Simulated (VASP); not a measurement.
Te2Mo, 3 atoms in the cell. It takes space group R-3m (No. 166, trigonal). Conventional cell: a = 3.502 Å, b = 3.502 Å, c = 21.206 Å, α = 90.00°, β = 90.00°, γ = 120.00°. Mo (site symmetry -3m) has 6 Te at 2.73 Å and 6 Mo at 3.50 Å within 3.6 Å. Within 3.6 Å of Te (site symmetry 3m) lie 3 Mo at 2.73 Å and 6 Te at 3.50 Å. 

| Property | Result |
| --- | --- |
| Program | VASP 6.6.1 |
| Task | single point |
| Functional | PBE |
| Potentials or basis | VASP PAW PBE potentials, release 64 (Mo_sv, Te) |
| Cutoff | 520 eV |
| k mesh | 6 × 6 × 6 |
| Occupations | fermi-dirac, width 0.02 eV |
| Spin | no spin polarisation |
| Dipole correction | no |
| Further INCAR settings | ALGO = Normal; EDIFF = 1e-06; NBANDS = 20 |

Potentials or basis: VASP PAW PBE potentials, release 64 (Mo_sv, Te).

Run with:

```sh
$ cat potpaw_PBE.64/Mo_sv/POTCAR potpaw_PBE.64/Te/POTCAR > POTCAR
$ mpirun -np 1 vasp_std > vasp.out
```

Hardware: 1 thread of Intel Xeon 8259CL (shared host).

**Question.** Estimate the wall time of this run.

**Answer.** It took 3.5 min on 1 thread of Intel Xeon 8259CL, with other jobs on the host, peak memory 0.42 GiB. Counts: scf iterations 14, k points 32.
